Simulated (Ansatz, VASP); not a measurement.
**Two plane-wave programs on GaN**

```
CELL_PARAMETERS angstrom
0.00000 2.07118 2.10321
2.07118 0.00000 2.10321
2.07118 2.07118 0.00000
ATOMIC_POSITIONS crystal
Ga 0.00000 0.00000 0.00000
N 0.50000 0.50000 0.50000
```

Change from the starting cell: strain -0.030 along x and y, -0.015 along z, atoms carried along.

Alike in both runs: task single point; functional LDA; k mesh 14 × 14 × 14; occupations gaussian, width 0.03 eV; no spin polarisation.

```csv
,VASP,Ansatz
version,VASP 6.6.1,Ansatz 0.2.0
potentials or method,"VASP PAW LDA potentials, release 64 (Ga_d, N), cutoff 520 eV","scalar-relativistic, plane waves, PAW"
valence electrons in the cell,18,18
```

|  | VASP | Ansatz | Ansatz less VASP |
| --- | --- | --- | --- |
| gap on the k mesh at the Fermi level (eV) | 0.62 | 0.61 | -0.019 |
| least direct gap on the mesh (eV) | 3.33 | 3.30 | -0.031 |
| pressure (GPa) | 4.9 | 3.3 | -1.56 |
| traceless stress, the component that is largest in VASP (GPa) | -2.36 | -2.26 | +0.102 |

LDA's correlation is that of Perdew and Zunger in VASP and of Perdew and Wang (1992) in Ansatz.
